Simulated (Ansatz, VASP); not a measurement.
**Two plane-wave programs on ZrPb2O5**

```
Zr Pb O
1.0
     5.85810    0.00000    0.00000
    -2.92905    5.07326    0.00000
     0.00000    0.00000    4.87628
Zr Pb O
1 2 5
Direct
  0.00000 0.00000 0.50000
  0.33333 0.66667 0.50000
  0.66667 0.33333 0.50000
  0.00000 0.00000 0.87107
  0.00000 0.00000 0.12893
  0.50000 0.00000 0.00000
  0.00000 0.50000 0.00000
  0.50000 0.50000 0.00000
```

Alike in both runs: functional PBE; k mesh 3 × 3 × 2; occupations gaussian, width 0.15 eV; no spin polarisation.

Ansatz relaxed the structure, and its values are those at the end. VASP's run is a single point on that final structure, the one shown.

```csv
,VASP,Ansatz
version,VASP 6.6.1,Ansatz 0.2.0
potentials or method,"VASP PAW PBE potentials, release 64 (Zr_sv, Pb_d, O_h), cutoff 1340 eV","scalar-relativistic, plane waves, PAW"
valence electrons in the cell,70,70
```

```csv
,VASP,Ansatz,Ansatz less VASP
gap on the k mesh at the Fermi level (eV),none,none,-
pressure (GPa),0.0,0.0,+0.07
rms of the force components (eV/Å),0.007,0.007,-0.0005
```

A gap of «none» marks a metal or a gap that the smearing closes.

The k mesh is coarse, so the values compare programs but aren't converged. Spin-orbit coupling is off throughout.
